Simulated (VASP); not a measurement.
TiO2, 3 atoms in the cell. The structure is cubic, space group Fm-3m (No. 225). Conventional cell: a = 4.794 Å, b = 4.794 Å, c = 4.794 Å, α = 90.00°, β = 90.00°, γ = 90.00°. Ti (site symmetry m-3m) has 8 O at 2.08 Å within 2.7 Å. O (site symmetry -43m) has 4 Ti at 2.08 Å and 6 O at 2.40 Å within 2.7 Å. 

| Property | Result |
| --- | --- |
| Program | VASP 6.6.1 |
| Task | single point |
| Functional | PBE |
| Potentials or basis | VASP PAW PBE potentials, release 64 (Ti_sv, O) |
| Cutoff | 520 eV |
| k mesh | 10 × 10 × 10 |
| Occupations | fermi-dirac, width 0.02 eV |
| Spin | no spin polarisation |
| Dipole correction | no |
| Further INCAR settings | ALGO = Normal; EDIFF = 1e-07; NBANDS = 19 |

Potentials or basis: VASP PAW PBE potentials, release 64 (Ti_sv, O).

Run with:

```bash
$ cat potpaw_PBE.64/Ti_sv/POTCAR potpaw_PBE.64/O/POTCAR > POTCAR
$ mpirun -np 1 vasp_std > vasp.out
```

Hardware: 1 thread of Intel Xeon 8259CL (shared host).

Problem. How long does it take, and how much memory?

Solution. Run time: 51 s on 1 thread of Intel Xeon 8259CL, with other jobs on the host, peak memory 0.17 GiB. Counts: scf iterations 18, k points 47.
